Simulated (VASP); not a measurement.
# MgS (Fm-3m) in VASP: further runs

The runs below take MgS through single point, with PBE, r2SCAN.

Everything below comes from runs of VASP 6.6.1. Logs are shortened: lines on timing, memory, paths and dates and some standing lists are left out, and cuts for length are marked.

### 1 The cell of the first run

The structure is cubic, space group Fm-3m (No. 225). The conventional cell has a = 5.177 Å, b = 5.177 Å, c = 5.177 Å, α = 90.00°, β = 90.00°, γ = 90.00°. Within 3.4 Å of Mg (site symmetry m-3m) lie 6 S at 2.59 Å. Within 3.4 Å of S (site symmetry m-3m) lie 6 Mg at 2.59 Å.

### 2 Single point, PBE (volume changed by -3%)

Contents of INCAR:

```
SYSTEM = MgS
ALGO = Normal
EDIFF = 1E-7
ENCUT = 520
GGA = PE
ISIF = 2
ISMEAR = 0
LASPH = .TRUE.
LCHARG = .TRUE.
LELF = .TRUE.
LREAL = .FALSE.
LVHAR = .TRUE.
LWAVE = .FALSE.
NBANDS = 11
NELM = 60
PREC = Accurate
SIGMA = 0.01
```

Contents of KPOINTS:

```
k-points
0
G
  8 8 8
  0 0 0
```

Contents of POSCAR:

```
MgS
1.0
    0.0000000000      2.5883993942      2.5883993942
    2.5883993942      0.0000000000      2.5883993942
    2.5883993942      2.5883993942      0.0000000000
Mg S
1 1
Direct
    0.0000000000      0.0000000000      0.0000000000
    0.5000000000      0.5000000000      0.5000000000
```

Potentials or basis: VASP PAW PBE potentials, release 64 (Mg, S).

Run with:

```console
$ cat potpaw_PBE.64/Mg/POTCAR potpaw_PBE.64/S/POTCAR > POTCAR
$ mpirun -np 1 vasp_std > vasp.out
```

OUTCAR:

```text
SYSTEM = MgS
   EDIFF = 1E-7
   ENCUT = 520
   GGA = PE
   ISIF = 2
   ISMEAR = 0
   LASPH = .TRUE.
   LREAL = .FALSE.
   NELM = 60
   PREC = Accurate

 ion  position               nearest neighbor table
   1  0.000  0.000  0.000-   2 2.59   2 2.59   2 2.59   2 2.59   2 2.59   2 2.59
   2  0.500  0.500  0.500-   1 2.59   1 2.59   1 2.59   1 2.59   1 2.59   1 2.59

  LATTYP: Found a face centered cubic cell.
 ALAT       =     5.1767987884

  Lattice vectors:

 A1 = (   0.0000000000,   2.5883993942,   2.5883993942)
 A2 = (   2.5883993942,   0.0000000000,   2.5883993942)
 A3 = (   2.5883993942,   2.5883993942,   0.0000000000)

Analysis of symmetry for initial positions (statically):
=====================================================================
 Subroutine PRICEL returns:
 Original cell was already a primitive cell.

 Routine SETGRP: Setting up the symmetry group for a
 face centered cubic supercell.

 Subroutine GETGRP returns: Found 48 space group operations
 (whereof 48 operations were pure point group operations)
 out of a pool of 48 trial point group operations.

The static configuration has the point symmetry O_h .

Analysis of symmetry for dynamics (positions and initial velocities):
=====================================================================
 Subroutine PRICEL returns:
 Original cell was already a primitive cell.

 Routine SETGRP: Setting up the symmetry group for a
 face centered cubic supercell.

 Subroutine GETGRP returns: Found 48 space group operations
 (whereof 48 operations were pure point group operations)
 out of a pool of 48 trial point group operations.

The dynamic configuration has the point symmetry O_h .

 Subroutine INISYM returns: Found 48 space group operations
 (whereof 48 operations are pure point group operations),
 and found     1 'primitive' translations

----------------------------------------------------------------------------------------

                                     Primitive cell

  volume of cell :      34.6836

  direct lattice vectors                    reciprocal lattice vectors
     0.000000000  2.588399394  2.588399394    -0.193169571  0.193169571  0.193169571
     2.588399394  0.000000000  2.588399394     0.193169571 -0.193169571  0.193169571
     2.588399394  2.588399394  0.000000000     0.193169571  0.193169571 -0.193169571

  length of vectors
     3.660549528  3.660549528  3.660549528     0.334579511  0.334579511  0.334579511

  position of ions in fractional coordinates (direct lattice)
     0.000000000  0.000000000  0.000000000
     0.500000000  0.500000000  0.500000000

  ion indices of the primitive-cell ions
   primitive index   ion index
                 1           1
                 2           2

----------------------------------------------------------------------------------------

 KPOINTS: k-points

Automatic generation of k-mesh.
 Grid dimensions read from file:
 generate k-points for:    8    8    8

 Generating k-lattice:

  Cartesian coordinates                     Fractional coordinates (reciprocal lattice)
    -0.024146196  0.024146196  0.024146196     0.125000000  0.000000000  0.000000000
     0.024146196 -0.024146196  0.024146196     0.000000000  0.125000000  0.000000000
     0.024146196  0.024146196 -0.024146196     0.000000000  0.000000000  0.125000000

  Length of vectors
     0.041822439  0.041822439  0.041822439

  Shift w.r.t. Gamma in fractional coordinates (k-lattice)
     0.000000000  0.000000000  0.000000000

 Subroutine IBZKPT returns following result:
 ===========================================

 Found     29 irreducible k-points:

 Following reciprocal coordinates:
            Coordinates               Weight
  0.000000  0.000000  0.000000      1.000000
  0.125000  0.000000  0.000000      8.000000
  0.250000  0.000000  0.000000      8.000000
  0.375000  0.000000  0.000000      8.000000
  0.500000  0.000000  0.000000      4.000000
  0.125000  0.125000  0.000000      6.000000
[... 16 lines left out ...]
  0.500000  0.250000  0.125000     48.000000
 -0.375000  0.250000  0.125000     24.000000
 [... further k-points ...]
   k-points           NKPTS =     29   k-points in BZ     NKDIM =     29   number of bands    NBANDS=     11
   number of dos      NEDOS =    301   number of ions     NIONS =      2
   total plane-waves  NPLWV =  21952
   dimension x,y,z NGX =    28 NGY =   28 NGZ =   28
   dimension x,y,z NGXF=    56 NGYF=   56 NGZF=   56
   ions per type =               1   1
   NGX,Y,Z   is equivalent  to a cutoff of  12.72, 12.72, 12.72 a.u.
   NGXF,Y,Z  is equivalent  to a cutoff of  25.43, 25.43, 25.43 a.u.
 SYSTEM =  MgS
   PREC   = accura    normal or accurate (medium, high low for compatibility)
   ISTART =      0    job   : 0-new  1-cont  2-samecut
   ICHARG =      2    charge: 1-file 2-atom 10-const
   ISPIN  =      1    spin polarized calculation?
   LNONCOLLINEAR =      F non collinear calculations
   LSORBIT =      F    spin-orbit coupling
   LASPH  =      T    aspherical Exc in radial PAW
   ENCUT  =  520.0 eV  38.22 Ry    6.18 a.u.   6.81  6.81  6.81*2*pi/ulx,y,z
   NELM   =     60;   NELMIN=  2; NELMDL= -5     # of ELM steps
   EDIFF  = 0.1E-06   stopping-criterion for ELM
   LREAL  =      F    real-space projection
   EDIFFG = 0.1E-05   stopping-criterion for IOM
   NSW    =      0    number of steps for IOM
   IBRION =     -1    ionic relax: 0-MD 1-quasi-New 2-CG
   NFREE  =      0    steps in history (QN), initial steepest desc. (CG)
   ISIF   =      2    stress and relaxation
   ISYM   =      2    0-nonsym 1-usesym 2-fastsym
   POTIM  = 0.5000    time-step for ionic-motion
   TEBEG  =    0.0;   TEEND  =   0.0 temperature during run
   PSTRESS=    0.0 pullay stress
   NELECT =       8.0000    total number of electrons
   NUPDOWN=      -1.0000    fix difference up-down
   EMIN   =  10.00;   EMAX   =-10.00  energy-range for DOS
   EFERMI =   0.00;   METHOD = LEGACY
   ISMEAR =     0;   SIGMA  =   0.01  broadening in eV -4-tet -1-fermi 0-gaus
   EFERMI_NEDOS =   21; number of points for ismear=-14 and -15
   IALGO  =     38    algorithm
   IMIX   =      4    mixing-type and parameters
     AMIX     =   0.40;   BMIX     =  1.00
     AMIX_MAG =   1.60;   BMIX_MAG =  1.00
  volume/ion in A,a.u.               =      17.34       117.03
  Fermi-wavevector in a.u.,A,eV,Ry     =   1.003992  1.897270 13.714669  1.008000
  Thomas-Fermi vector in A             =   2.136579
   LORBIT       =      0    0 simple, 1 ext, 2 COOP (PROOUT), +10 PAW based schemes
   GGA     = PE    functional components
   LHFCALC =     F    Hartree Fock is set to
   AEXX    =    0.0000 exact exchange contribution
   IVDW    =     0    specifies the selected vdW correction
   LEPSILON=     F    determine dielectric tensor
   LRPA    =     F    only Hartree local field effects (RPA)
 non-spin polarized calculation
 Gauss-broadening in eV      SIGMA  =   0.01
  energy-cutoff  :      520.00
  volume of cell :       34.68
 maximum number of plane-waves:       950
   NGX = 13   NGY = 13   NGZ = 13

 number of electron       7.9999999 magnetization

 Free energy of the ion-electron system (eV)
  ---------------------------------------------------
  ext. energy  EPLUGINS =         0.00000000
  ---------------------------------------------------
  free energy    TOTEN  =        -8.49683210 eV

  energy without entropy =       -8.49683210  energy(sigma->0) =       -8.49683210

 E-fermi :   3.9526     XC(G=0):  -9.7516

 val. band max:        3.8629371565   @ k =   0.0000   0.0000   0.0000
 cond. band min:       6.6716221995   @ k =   0.5000   0.5000   0.0000
 fundamental gap:      2.8086850429
 Fermi energy:         3.9525663494

 k-point     1 :       0.0000    0.0000    0.0000
  band No.  band energies     occupation
      1      -8.8920      2.00000
      2       3.8629      2.00000
      3       3.8629      2.00000
      4       3.8629      2.00000
      5       7.6953      0.00000
      6      11.8075      0.00000
      7      11.8075      0.00000
      8      11.8075      0.00000
      9      14.2296      0.00000
     10      14.2296      0.00000
     11      16.4370      0.00000

 k-point     2 :       0.1250    0.0000    0.0000
  band No.  band energies     occupation
      1      -8.7372      2.00000
      2       2.8056      2.00000
      3       3.7587      2.00000
      4       3.7587      2.00000
      5       8.4898      0.00000
      6      11.5038      0.00000
      7      12.0626      0.00000
      8      12.0626      0.00000
      9      13.6058      0.00000
     10      13.6058      0.00000
     11      16.6752      0.00000

 k-point     3 :       0.2500    0.0000    0.0000
  band No.  band energies     occupation
      1      -8.3178      2.00000
      2       1.0186      2.00000
      3       3.5318      2.00000
      4       3.5318      2.00000
      5       8.8806      0.00000
      6      11.7000      0.00000
      7      11.7000      0.00000
      8      12.2534      0.00000
      9      14.1819      0.00000
     10      14.1819      0.00000
     11      15.8590      0.00000

 k-point     4 :       0.3750    0.0000    0.0000
  band No.  band energies     occupation
      1      -7.8037      2.00000
      2      -0.4545      2.00000
      3       3.3323      2.00000
      4       3.3323      2.00000
      5       8.5781      0.00000
      6      11.0358      0.00000
      7      11.0358      0.00000
      8      13.7915      0.00000
      9      15.5275      0.00000
     10      16.1607      0.00000
     11      16.1607      0.00000
[... 239 lines left out ...]
 k-point    22 :       0.3750    0.2500    0.1250
  band No.  band energies     occupation
      1      -7.9890      2.00000
      2       0.7514      2.00000
      3       2.3756      2.00000
      4       3.1707      2.00000
      5       9.7272      0.00000
      6      10.3470      0.00000
      7      11.0114      0.00000
      8      13.1299      0.00000
      9      14.0305      0.00000
     10      16.9032      0.00000
     11      18.8771      0.00000

 k-point    23 :       0.5000    0.2500    0.1250
  band No.  band energies     occupation
      1      -7.5540      2.00000
      2      -0.1108      2.00000
      3       1.8280      2.00000
      4       2.8509      2.00000
      5       9.5241      0.00000
      6      10.2879      0.00000
      7      11.7118      0.00000
      8      12.9321      0.00000
      9      15.6030      0.00000
     10      18.2344      0.00000
     11      18.8809      0.00000

 k-point    24 :      -0.3750    0.2500    0.1250
  band No.  band energies     occupation
      1      -7.3451      2.00000
      2      -0.5151      2.00000
      3       1.6825      2.00000
      4       2.6868      2.00000
      5       9.4717      0.00000
      6      10.0052      0.00000
      7      12.3299      0.00000
      8      13.3590      0.00000
      9      16.1970      0.00000
     10      17.2950      0.00000
     11      19.5276      0.00000

 [... further k-points ...]
[... 5 lines left out ...]
  --------------------------------------------------------------------------------------
  -------------------------------------------------------------------------------------
  Total        0.4542907      0.4542907      0.4542907      0.0000000     -0.0000000     -0.0000000
  in kB       20.9855604     20.9855604     20.9855604      0.0000000     -0.0000000     -0.0000000
  external PRESSURE =      20.9855604 kB  Pullay stress =       0.0000000 kB

 VOLUME and BASIS-vectors are now :
 -----------------------------------------------------------------------------
  energy-cutoff  :      520.00
  volume of cell :       34.68
      direct lattice vectors                 reciprocal lattice vectors
     0.000000000  2.588399394  2.588399394    -0.193169571  0.193169571  0.193169571
     2.588399394  0.000000000  2.588399394     0.193169571 -0.193169571  0.193169571
     2.588399394  2.588399394  0.000000000     0.193169571  0.193169571 -0.193169571

 POSITION                                       TOTAL-FORCE (eV/Angst)
 -----------------------------------------------------------------------------------
      0.00000      0.00000      0.00000        -0.000000     -0.000000      0.000000
      2.58840      2.58840      2.58840         0.000000      0.000000      0.000000
 -----------------------------------------------------------------------------------
    total drift:                                0.000000      0.000000      0.000000

  FREE ENERGIE OF THE ION-ELECTRON SYSTEM (eV)
  ---------------------------------------------------
  free  energy   TOTEN  =        -8.4968320976 eV

  energy  without entropy=       -8.4968320976  energy(sigma->0) =       -8.49683210
```

Run time: 27 s. Hardware: 1 thread of AMD EPYC 7R13, shared host; peak memory 0.13 GiB.

What came out:

- Free energy: -8.4968 eV
- Pressure: 2.1 GPa
- Band gap on the k mesh: 2.81 eV, indirect (least direct gap 3.83 eV)

Levels at points of the mesh, in eV from the valence-band top:
```csv
k point,band 1,band 2,band 3,band 4,band 5,band 6,band 7,band 8
"(0.00, 0.00, 0.00)",-12.75,0.00,0.00,0.00,3.83,7.94,7.94,7.94
"(0.50, 0.00, 0.00)",-11.41,-4.91,-0.61,-0.61,4.57,6.93,6.93,10.28
"(0.50, 0.50, 0.00)",-11.03,-4.27,-1.72,-1.72,2.81,4.35,12.16,12.86
```

 A k mesh can miss the band edges.

[end of part 1 of 2]
